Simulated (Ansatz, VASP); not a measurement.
**One calculation of BN, two programs**

```
CELL_PARAMETERS angstrom
2.53600 0.00000 0.00000
-1.26800 2.19624 0.00000
0.00000 0.00000 4.19900
ATOMIC_POSITIONS crystal
B 0.66667 0.33333 0.00000
B 0.33333 0.66667 0.50000
N 0.66667 0.33333 0.37500
N 0.33333 0.66667 0.87500
```

Alike in both runs: task single point; functional PBE; k mesh 12 × 12 × 6; occupations fermi-dirac, width 0.05 eV; no spin polarisation.

|  | VASP | Ansatz |
| --- | --- | --- |
| version | VASP 6.6.1 | Ansatz 0.2.0 |
| potentials or method | VASP PAW PBE potentials, release 64 (B, N), cutoff 520 eV | plane waves, PAW |
| valence electrons in the cell | 16 | 16 |

Ansatz gave:

| Quantity | Value |
| --- | --- |
| pressure (GPa) | 8.0 |
| traceless stress, the component that is largest in VASP (GPa) | -0.79 |

Problem. Estimate VASP's values.

Solution. Pressure (GPa): 8.3; traceless stress, the component that is largest in VASP (GPa): -0.81.
